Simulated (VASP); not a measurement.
# C (Fd-3m) in VASP: further runs, part 2 of 2

VASP 6.6.1.

## Step 5: Single point, PBE

INCAR

```
SYSTEM = C
PREC     = Accurate       ! precision mode
ENCUT    = 600            ! plane-wave cutoff, eV
EDIFF    = 1E-6           ! SCF threshold, eV
ISMEAR   = -1             ! smearing method
SIGMA    = 0.003          ! smearing width, eV
LREAL    = .FALSE.        ! projectors in reciprocal space
LASPH    = .TRUE.         ! aspherical terms in the spheres
NELM     = 120            ! most SCF steps
ALGO     = Normal         ! electronic algorithm
ISIF     = 2              ! what is computed and relaxed
LWAVE    = .FALSE.        ! write WAVECAR
LCHARG   = .FALSE.        ! write CHGCAR
GGA      = PE             ! functional
NBANDS   = 11             ! bands
GGA_COMPAT= .FALSE.
```

KPOINTS

```
regular mesh
0
G
  14 14 14
  0 0 0
```

POSCAR

```
C
1.0
    0.0000000000      1.7834500000      1.7834500000
    1.7834500000      0.0000000000      1.7834500000
    1.7834500000      1.7834500000      0.0000000000
C
2
Direct
    0.5000000000      0.5000000000      0.5000000000
    0.7500000000      0.7500000000      0.7500000000
```

Potentials or basis: VASP PAW PBE potentials, release 64 (C).

Command:

```console
cat potpaw_PBE.64/C/POTCAR > POTCAR
mpirun -np 1 vasp_std > vasp.out
```

OUTCAR:

```text
SYSTEM = C
   PREC = Accurate
   ENCUT = 600
   EDIFF = 1E-6
   ISMEAR = -1
   LREAL = .FALSE.
   LASPH = .TRUE.
   NELM = 120
   ISIF = 2
   GGA = PE

 ion  position               nearest neighbor table
   1  0.500  0.500  0.500-   2 1.54   2 1.54   2 1.54   2 1.54
   2  0.750  0.750  0.750-   1 1.54   1 1.54   1 1.54   1 1.54

  LATTYP: Found a face centered cubic cell.
 ALAT       =     3.5669000000

  Lattice vectors:

 A1 = (   0.0000000000,   1.7834500000,   1.7834500000)
 A2 = (   1.7834500000,   0.0000000000,   1.7834500000)
 A3 = (   1.7834500000,   1.7834500000,   0.0000000000)

Analysis of symmetry for initial positions (statically):
=====================================================================
 Subroutine PRICEL returns:
 Original cell was already a primitive cell.

 Routine SETGRP: Setting up the symmetry group for a
 face centered cubic supercell.

 Subroutine GETGRP returns: Found 48 space group operations
 (whereof 24 operations were pure point group operations)
 out of a pool of 48 trial point group operations.

The static configuration has the point symmetry T_d .
 The point group associated with its full space group is O_h .

Analysis of symmetry for dynamics (positions and initial velocities):
=====================================================================
 Subroutine PRICEL returns:
 Original cell was already a primitive cell.

 Routine SETGRP: Setting up the symmetry group for a
 face centered cubic supercell.

 Subroutine GETGRP returns: Found 48 space group operations
 (whereof 24 operations were pure point group operations)
 out of a pool of 48 trial point group operations.

The dynamic configuration has the point symmetry T_d .
 The point group associated with its full space group is O_h .

 Subroutine INISYM returns: Found 48 space group operations
 (whereof 24 operations are pure point group operations),
 and found     1 'primitive' translations

----------------------------------------------------------------------------------------

[... 119 lines left out ...]
   AEXX    =    0.0000 exact exchange contribution
   IVDW    =     0    specifies the selected vdW correction
   LEPSILON=     F    determine dielectric tensor
   LRPA    =     F    only Hartree local field effects (RPA)
 non-spin polarized calculation
  energy-cutoff  :      600.00
  volume of cell :       11.35
 maximum number of plane-waves:       392
   NGX =  9   NGY =  9   NGZ =  9

 number of electron       7.9999999 magnetization

 Free energy of the ion-electron system (eV)
  ---------------------------------------------------
  ext. energy  EPLUGINS =         0.00000000
  ---------------------------------------------------
  free energy    TOTEN  =       -18.19012696 eV

  energy without entropy =      -18.19012696  energy(sigma->0) =      -18.19012696

 E-fermi :   9.9255     XC(G=0): -13.2500

 val. band max:        9.7265521663   @ k =   0.0000   0.0000   0.0000
 cond. band min:      13.8560065494   @ k =   0.3571   0.3571   0.0000
 fundamental gap:      4.1294543830
 Fermi energy:         9.9254798692

 k-point     1 :       0.0000    0.0000    0.0000
  band No.  band energies     occupation
      1     -11.7481      2.00000
      2       9.7266      2.00000
      3       9.7266      2.00000
      4       9.7266      2.00000
      5      15.3164      0.00000
      6      15.3164      0.00000
      7      15.3164      0.00000
      8      23.0548      0.00000
      9      29.0198      0.00000
     10      36.2613      0.00000
     11      36.2613      0.00000
[... 309 lines left out ...]
 k-point    24 :       0.2857    0.1429    0.0000
  band No.  band energies     occupation
      1      -9.6971      2.00000
      2       3.7078      2.00000
      3       6.4094      2.00000
      4       7.1311      2.00000
      5      15.6421      0.00000
      6      19.6966      0.00000
      7      19.7967      0.00000
      8      22.1147      0.00000
      9      30.1013      0.00000
     10      31.1569      0.00000
     11      35.9984      0.00000

 [... further k-points ...]

------------------------ aborting loop because EDIFF is reached ----------------------------------------

  FORCE on cell =-STRESS in cart. coord.  units (eV):
  Direction    XX          YY          ZZ          XY          YZ          ZX
  --------------------------------------------------------------------------------------
  -------------------------------------------------------------------------------------
  Total        0.1215172      0.1215172      0.1215172      0.0000000      0.0000000      0.0000000
  in kB       17.1607143     17.1607143     17.1607143      0.0000000      0.0000000      0.0000000
  external PRESSURE =      17.1607143 kB  Pullay stress =       0.0000000 kB

 VOLUME and BASIS-vectors are now :
 -----------------------------------------------------------------------------
  energy-cutoff  :      600.00
  volume of cell :       11.35
      direct lattice vectors                 reciprocal lattice vectors
     0.000000000  1.783450000  1.783450000    -0.280355491  0.280355491  0.280355491
     1.783450000  0.000000000  1.783450000     0.280355491 -0.280355491  0.280355491
     1.783450000  1.783450000  0.000000000     0.280355491  0.280355491 -0.280355491

 POSITION                                       TOTAL-FORCE (eV/Angst)
 -----------------------------------------------------------------------------------
      1.78345      1.78345      1.78345        -0.000000     -0.000000     -0.000000
      2.67517      2.67517      2.67517         0.000000      0.000000      0.000000
 -----------------------------------------------------------------------------------
    total drift:                                0.000000     -0.000000      0.000000

  FREE ENERGIE OF THE ION-ELECTRON SYSTEM (eV)
  ---------------------------------------------------
  free  energy   TOTEN  =       -18.1901269560 eV

  energy  without entropy=      -18.1901269560  energy(sigma->0) =      -18.19012696
```

It took 7.6 s on 1 thread of Intel Xeon 6975P-C, shared host; peak memory 0.13 GiB.

Results:

```yaml
Free_energy: -18.1901 eV
Pressure: 1.7 GPa
Band_gap_on_the_k_mesh: 4.13 eV, indirect (least direct gap 5.59 eV)
```

A k mesh can miss the band edges. PBE gaps usually lie below the measured ones, often by a third to a half.

## Step 6: Single point, PBE

INCAR

```
  ALGO = Normal
  EDIFF = 1E-6
  ENCUT = 600
  GGA = PE
  GGA_COMPAT = False
  ISIF = 2
  ISMEAR = 1
  LASPH = True
  LCHARG = False
  LREAL = False
  LWAVE = False
  NBANDS = 11
  NELM = 120
  PREC = Accurate
  SIGMA = 0.05
```

KPOINTS

```
k-points
0
Gamma
  14 14 14
```

POSCAR is that of step 5.

Potentials or basis: VASP PAW PBE potentials, release 64 (C).

Command:

```console
cat potpaw_PBE.64/C/POTCAR > POTCAR
mpirun -np 1 vasp_std > vasp.out
```

Wall time 8.3 s (1 thread of Intel Xeon 6975P-C, shared host); peak memory 0.13 GiB.

Results (log left out):

* Free energy: -18.1901 eV
* Pressure: 1.7 GPa
* Band gap on the k mesh: 4.13 eV, indirect (least direct gap 5.59 eV)

Levels at points of the mesh, in eV from the valence-band top:
| k point | band 2 | band 3 | band 4 | band 5 | band 6 | band 7 |
| --- | --- | --- | --- | --- | --- | --- |
| (0.00, 0.00, 0.00) | 0.00 | 0.00 | 0.00 | 5.59 | 5.59 | 5.59 |
| (0.50, 0.00, 0.00) | -13.37 | -2.80 | -2.80 | 8.46 | 8.46 | 8.85 |
| (0.50, 0.50, 0.00) | -12.76 | -6.30 | -6.30 | 4.76 | 4.76 | 16.80 |

## Step 7: Single point, PBE

INCAR

```
SYSTEM = C
ALGO = Normal
EDIFF = 1E-6
ENCUT = 600
GGA = PE
GGA_COMPAT = .False.
ISIF = 2
ISMEAR = -1
LASPH = .True.
LCHARG = .False.
LREAL = .False.
LWAVE = .False.
NBANDS = 11
NELM = 120
PREC = Accurate
SIGMA = 0.1
```

KPOINTS

```
k-points
0
Gamma
  14 14 14
  0 0 0
```

POSCAR is that of step 6.

Potentials or basis: VASP PAW PBE potentials, release 64 (C).

Command:

```console
cat potpaw_PBE.64/C/POTCAR > POTCAR
mpirun -np 1 vasp_std > vasp.out
```

OUTCAR:

```text
SYSTEM = C
   EDIFF = 1E-6
   ENCUT = 600
   GGA = PE
   ISIF = 2
   ISMEAR = -1
   LASPH = .True.
   LREAL = .False.
   NELM = 120
   PREC = Accurate

 ion  position               nearest neighbor table
   1  0.500  0.500  0.500-   2 1.54   2 1.54   2 1.54   2 1.54
   2  0.750  0.750  0.750-   1 1.54   1 1.54   1 1.54   1 1.54

  LATTYP: Found a face centered cubic cell.
 ALAT       =     3.5669000000

  Lattice vectors:

 A1 = (   0.0000000000,   1.7834500000,   1.7834500000)
 A2 = (   1.7834500000,   0.0000000000,   1.7834500000)
 A3 = (   1.7834500000,   1.7834500000,   0.0000000000)

Analysis of symmetry for initial positions (statically):
=====================================================================
 Subroutine PRICEL returns:
 Original cell was already a primitive cell.

 Routine SETGRP: Setting up the symmetry group for a
 face centered cubic supercell.

 Subroutine GETGRP returns: Found 48 space group operations
 (whereof 24 operations were pure point group operations)
 out of a pool of 48 trial point group operations.

The static configuration has the point symmetry T_d .
 The point group associated with its full space group is O_h .

Analysis of symmetry for dynamics (positions and initial velocities):
=====================================================================
 Subroutine PRICEL returns:
 Original cell was already a primitive cell.

 Routine SETGRP: Setting up the symmetry group for a
 face centered cubic supercell.

 Subroutine GETGRP returns: Found 48 space group operations
 (whereof 24 operations were pure point group operations)
 out of a pool of 48 trial point group operations.

The dynamic configuration has the point symmetry T_d .
 The point group associated with its full space group is O_h .

 Subroutine INISYM returns: Found 48 space group operations
 (whereof 24 operations are pure point group operations),
 and found     1 'primitive' translations

----------------------------------------------------------------------------------------

                                     Primitive cell

  volume of cell :      11.3452

  direct lattice vectors                    reciprocal lattice vectors
     0.000000000  1.783450000  1.783450000    -0.280355491  0.280355491  0.280355491
     1.783450000  0.000000000  1.783450000     0.280355491 -0.280355491  0.280355491
     1.783450000  1.783450000  0.000000000     0.280355491  0.280355491 -0.280355491

  length of vectors
     2.522179178  2.522179178  2.522179178     0.485589954  0.485589954  0.485589954

  position of ions in fractional coordinates (direct lattice)
     0.500000000  0.500000000  0.500000000
     0.750000000  0.750000000  0.750000000

  ion indices of the primitive-cell ions
   primitive index   ion index
                 1           1
                 2           2

----------------------------------------------------------------------------------------

 KPOINTS: k-points

Automatic generation of k-mesh.
 Grid dimensions read from file:
 generate k-points for:   14   14   14

 Generating k-lattice:

  Cartesian coordinates                     Fractional coordinates (reciprocal lattice)
[... 22 lines left out ...]
  0.357143  0.000000  0.000000      8.000000
[... 16 lines left out ...]
  0.214286  0.142857  0.000000     24.000000
  0.285714  0.142857  0.000000     24.000000
 [... further k-points ...]
   k-points           NKPTS =    104   k-points in BZ     NKDIM =    104   number of bands    NBANDS=     11
   number of dos      NEDOS =    301   number of ions     NIONS =      2
   total plane-waves  NPLWV =   8000
   dimension x,y,z NGX =    20 NGY =   20 NGZ =   20
   dimension x,y,z NGXF=    40 NGYF=   40 NGZF=   40
   ions per type =               2
   NGX,Y,Z   is equivalent  to a cutoff of  13.18, 13.18, 13.18 a.u.
   NGXF,Y,Z  is equivalent  to a cutoff of  26.37, 26.37, 26.37 a.u.
 SYSTEM =  C
   PREC   = accura    normal or accurate (medium, high low for compatibility)
   ISTART =      0    job   : 0-new  1-cont  2-samecut
   ICHARG =      2    charge: 1-file 2-atom 10-const
   ISPIN  =      1    spin polarized calculation?
   LNONCOLLINEAR =      F non collinear calculations
   LSORBIT =      F    spin-orbit coupling
   LASPH  =      T    aspherical Exc in radial PAW
   ENCUT  =  600.0 eV  44.10 Ry    6.64 a.u.   5.04  5.04  5.04*2*pi/ulx,y,z
   NELM   =    120;   NELMIN=  2; NELMDL= -5     # of ELM steps
   EDIFF  = 0.1E-05   stopping-criterion for ELM
   LREAL  =      F    real-space projection
   EDIFFG = 0.1E-04   stopping-criterion for IOM
   NSW    =      0    number of steps for IOM
   IBRION =     -1    ionic relax: 0-MD 1-quasi-New 2-CG
   NFREE  =      0    steps in history (QN), initial steepest desc. (CG)
   ISIF   =      2    stress and relaxation
   ISYM   =      2    0-nonsym 1-usesym 2-fastsym
   POTIM  = 0.5000    time-step for ionic-motion
   TEBEG  =    0.0;   TEEND  =   0.0 temperature during run
   PSTRESS=    0.0 pullay stress
   NELECT =       8.0000    total number of electrons
   NUPDOWN=      -1.0000    fix difference up-down
   EMIN   =  10.00;   EMAX   =-10.00  energy-range for DOS
   EFERMI =   0.00;   METHOD = LEGACY
   ISMEAR =    -1;   SIGMA  =   0.10  broadening in eV -4-tet -1-fermi 0-gaus
   EFERMI_NEDOS =   21; number of points for ismear=-14 and -15
   IALGO  =     38    algorithm
   IMIX   =      4    mixing-type and parameters
     AMIX     =   0.40;   BMIX     =  1.00
     AMIX_MAG =   1.60;   BMIX_MAG =  1.00
  volume/ion in A,a.u.               =       5.67        38.28
  Fermi-wavevector in a.u.,A,eV,Ry     =   1.457138  2.753591 28.888569  2.123250
  Thomas-Fermi vector in A             =   2.573974
   LORBIT       =      0    0 simple, 1 ext, 2 COOP (PROOUT), +10 PAW based schemes
   GGA     = PE    functional components
   LHFCALC =     F    Hartree Fock is set to
   AEXX    =    0.0000 exact exchange contribution
   IVDW    =     0    specifies the selected vdW correction
   LEPSILON=     F    determine dielectric tensor
   LRPA    =     F    only Hartree local field effects (RPA)
 non-spin polarized calculation
  energy-cutoff  :      600.00
  volume of cell :       11.35
 maximum number of plane-waves:       392
   NGX =  9   NGY =  9   NGZ =  9

 number of electron       7.9999999 magnetization

 Free energy of the ion-electron system (eV)
  ---------------------------------------------------
  ext. energy  EPLUGINS =         0.00000000
  ---------------------------------------------------
  free energy    TOTEN  =       -18.19012696 eV

  energy without entropy =      -18.19012696  energy(sigma->0) =      -18.19012696

 E-fermi :  11.5122     XC(G=0): -13.2500

 val. band max:        9.7265521662   @ k =   0.0000   0.0000   0.0000
 cond. band min:      13.8560065494   @ k =   0.3571   0.3571   0.0000
 fundamental gap:      4.1294543832
 Fermi energy:        11.5122232425

 k-point     1 :       0.0000    0.0000    0.0000
  band No.  band energies     occupation
      1     -11.7481      2.00000
      2       9.7266      2.00000
      3       9.7266      2.00000
      4       9.7266      2.00000
      5      15.3164      0.00000
      6      15.3164      0.00000
      7      15.3164      0.00000
      8      23.0548      0.00000
      9      29.0198      0.00000
     10      36.2613      0.00000
     11      36.2613      0.00000
[... 309 lines left out ...]
 k-point    24 :       0.2857    0.1429    0.0000
  band No.  band energies     occupation
      1      -9.6971      2.00000
      2       3.7078      2.00000
      3       6.4094      2.00000
      4       7.1311      2.00000
      5      15.6421      0.00000
      6      19.6966      0.00000
      7      19.7967      0.00000
      8      22.1147      0.00000
      9      30.1013      0.00000
     10      31.1569      0.00000
     11      35.9984      0.00000

 [... further k-points ...]

------------------------ aborting loop because EDIFF is reached ----------------------------------------

  FORCE on cell =-STRESS in cart. coord.  units (eV):
  Direction    XX          YY          ZZ          XY          YZ          ZX
  --------------------------------------------------------------------------------------
  -------------------------------------------------------------------------------------
  Total        0.1215172      0.1215172      0.1215172      0.0000000      0.0000000      0.0000000
  in kB       17.1607142     17.1607142     17.1607142      0.0000000      0.0000000      0.0000000
  external PRESSURE =      17.1607142 kB  Pullay stress =       0.0000000 kB

 VOLUME and BASIS-vectors are now :
 -----------------------------------------------------------------------------
  energy-cutoff  :      600.00
  volume of cell :       11.35
      direct lattice vectors                 reciprocal lattice vectors
     0.000000000  1.783450000  1.783450000    -0.280355491  0.280355491  0.280355491
     1.783450000  0.000000000  1.783450000     0.280355491 -0.280355491  0.280355491
     1.783450000  1.783450000  0.000000000     0.280355491  0.280355491 -0.280355491

 POSITION                                       TOTAL-FORCE (eV/Angst)
 -----------------------------------------------------------------------------------
      1.78345      1.78345      1.78345         0.000000      0.000000      0.000000
      2.67517      2.67517      2.67517        -0.000000     -0.000000     -0.000000
 -----------------------------------------------------------------------------------
    total drift:                                0.000000     -0.000000      0.000000

  FREE ENERGIE OF THE ION-ELECTRON SYSTEM (eV)
  ---------------------------------------------------
  free  energy   TOTEN  =       -18.1901269569 eV

  energy  without entropy=      -18.1901269567  energy(sigma->0) =      -18.19012696
```

OSZICAR:

```text
N       E                     dE             d eps       ncg     rms          rms(c)
DAV:   1     0.314192723216E+01    0.31419E+01   -0.52168E+03  2328   0.784E+02
DAV:   2    -0.183923372309E+02   -0.21534E+02   -0.20814E+02  3010   0.137E+02
DAV:   3    -0.188267443399E+02   -0.43441E+00   -0.43327E+00  2674   0.151E+01
DAV:   4    -0.188274729499E+02   -0.72861E-03   -0.72860E-03  2481   0.775E-01
DAV:   5    -0.188274738082E+02   -0.85822E-06   -0.85826E-06  2629   0.255E-02    0.553E+00
DAV:   6    -0.183492174835E+02    0.47826E+00   -0.24939E-01  2339   0.352E+00    0.330E+00
DAV:   7    -0.181882550381E+02    0.16096E+00   -0.30571E-01  2459   0.395E+00    0.749E-01
DAV:   8    -0.181900665031E+02   -0.18115E-02   -0.86819E-03  2387   0.699E-01    0.435E-02
DAV:   9    -0.181901062204E+02   -0.39717E-04   -0.61542E-05  2765   0.634E-02    0.243E-02
DAV:  10    -0.181901268899E+02   -0.20669E-04   -0.15670E-05  2447   0.349E-02    0.528E-03
DAV:  11    -0.181901269569E+02   -0.67020E-07   -0.24744E-07  2023   0.458E-03
   1 F= -.18190127E+02 E0= -.18190127E+02  d E =-.146785E-09
```

stdout:

```text
POSCAR found type information on POSCAR C
 POSCAR found :  1 types and       2 ions
 scaLAPACK will be used
 LDA part: xc-table for (Slater+PW92), standard interpolation
 POSCAR, INCAR and KPOINTS ok, starting setup
 FFT: planning ... GRIDC
 FFT: planning ... GRID_SOFT
 FFT: planning ... GRID
 WAVECAR not read
 entering main loop
```

Wall time 9.1 s (1 thread of Intel Xeon 6975P-C, shared host); peak memory 0.12 GiB.

What came out:

| Property | Result |
| --- | --- |
| Free energy | -18.1901 eV |
| Pressure | 1.7 GPa |
| Band gap on the k mesh | 4.13 eV, indirect (least direct gap 5.59 eV) |

## Step 8: Overview

```tsv
k mesh	smearing	gap on the mesh (eV)	pressure (GPa)
7 × 7 × 7	fermi-dirac 0.1 eV	4.26	1.7
14 × 14 × 14	fermi-dirac 0.1 eV	4.13	1.7
14 × 14 × 14	fermi-dirac 0.0005 eV	4.13	1.7
14 × 14 × 14	fermi-dirac 0.003 eV	4.13	1.7
14 × 14 × 14	methfessel-paxton 0.05 eV	4.13	1.7
```

Alike in all rows: task single point; level PBE; potentials or basis VASP PAW PBE potentials, release 64 (C); no spin polarisation; cell as given; cutoff (eV) 600.

Caveats: some runs use coarse meshes.

Total energies depend on the potentials used, so only differences within one code and one set of settings carry meaning.
